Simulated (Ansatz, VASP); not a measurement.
## One calculation of GaN, two programs

File INCAR:

```
SYSTEM = GaN
PREC = Accurate
ENCUT = 600
EDIFF = 1E-6
ISMEAR = 0
SIGMA = 0.1
LREAL = .FALSE.
LASPH = .TRUE.
NELM = 120
ALGO = Normal
ISIF = 2
LWAVE = .FALSE.
LCHARG = .TRUE.
GGA = PE
LELF = .TRUE.
LVHAR = .TRUE.
NBANDS = 26
GGA_COMPAT = .FALSE.
```

The input KPOINTS:

```
Automatic mesh
0
G
  6 6 4
  0 0 0
```

Contents of POSCAR:

```
GaN
1.0
    3.2138323437      0.0000000000      0.0000000000
   -1.6069161719      2.7832604532      0.0000000000
    0.0000000000      0.0000000000      5.1519856157
Ga N
2 2
Direct
    0.3333333333      0.6666666667     -0.0007707949
    0.6666666667      0.3333333333      0.4992292051
    0.3333333333      0.6666666667      0.3807707949
    0.6666666667      0.3333333333      0.8807707949
```

Input for Ansatz:

```yaml
crystal:
  lattice:
    - [3.2138309503, 0.0, 0.0]
    - [-1.6069154751, 2.7832592464, 0.0]
    - [0.0, 0.0, 5.1519525119]
  atoms:
    - { symbol: Ga, position: [0.3333333333, 0.6666666667, -0.0007713538] }
    - { symbol: Ga, position: [0.6666666667, 0.3333333333, 0.4992286462] }
    - { symbol: "N", position: [0.3333333333, 0.6666666667, 0.3807713538] }
    - { symbol: "N", position: [0.6666666667, 0.3333333333, 0.8807713538] }
basis:
  ecutwfc: 420
kpoints:
  mp_grid: { grid: [6, 6, 4] }
hamiltonian:
  xc: pbe
scf:
  occupations: { method: gaussian, width: 0.1 }
output:
  forces: true
  stress: true
  eigenvalues: true
```

Alike in both runs: task single point; functional PBE; k mesh 6 × 6 × 4; occupations gaussian, width 0.1 eV; no spin polarisation.

|  | VASP | Ansatz |
| --- | --- | --- |
| version | VASP 6.6.1 | Ansatz 0.2.0 |
| potentials or method | VASP PAW PBE potentials, release 64 (Ga_d, N), cutoff 600 eV | scalar-relativistic, plane waves, PAW |
| valence electrons in the cell | 36 | 36 |

```csv
,VASP,Ansatz,Ansatz less VASP
gap on the k mesh at the Fermi level (eV),1.83,1.82,-0.008
least direct gap on the mesh (eV),1.83,1.82,-0.008
pressure (GPa),3.6,3.6,+0.05
"traceless stress, the component that is largest in VASP (GPa)",2.20,2.16,-0.044
rms of the force components (eV/Å),0.070,0.071,+0.0005
```

Atom by atom the forces differ by 0.000 eV/Å (rms over components). With one functional, cell and mesh, what is left measures potentials, basis and numerics.
